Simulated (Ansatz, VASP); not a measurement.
## Two plane-wave programs on H

```
CELL_PARAMETERS angstrom
3.93613 0.00000 0.00000
-1.96807 3.40879 0.00000
0.00000 0.00000 5.17283
ATOMIC_POSITIONS crystal
H 0.33333 0.66667 0.17650
H 0.66667 0.33333 0.67650
H 0.66667 0.33333 0.82350
H 0.33333 0.66667 0.32350
```

Change from the starting cell: strain +0.025 along x and y, +0.025 along z, atoms carried along.

Alike in both runs: task single point; functional PBE; k mesh 9 × 9 × 6; occupations gaussian, width 0.05 eV; no spin polarisation.

|  | VASP | Ansatz |
| --- | --- | --- |
| version | VASP 6.6.1 | Ansatz 0.2.0 |
| potentials or method | VASP PAW PBE potentials, release 64 (H), cutoff 520 eV | scalar-relativistic, plane waves, PAW |
| valence electrons in the cell | 4 | 4 |

Ansatz gave:

- gap on the k mesh at the Fermi level (eV): 9.25
- least direct gap on the mesh (eV): 9.25
- pressure (GPa): -0.4
- traceless stress, the component that is largest in VASP (GPa): -0.76
- rms of the force components (eV/Å): 0.186

Problem. Which values does VASP return?

Solution. gap on the k mesh at the Fermi level (eV): 9.25; least direct gap on the mesh (eV): 9.25; pressure (GPa): -0.5; traceless stress, the component that is largest in VASP (GPa): -0.81; rms of the force components (eV/Å): 0.191.

Atom by atom the forces differ by 0.006 eV/Å (rms over components).
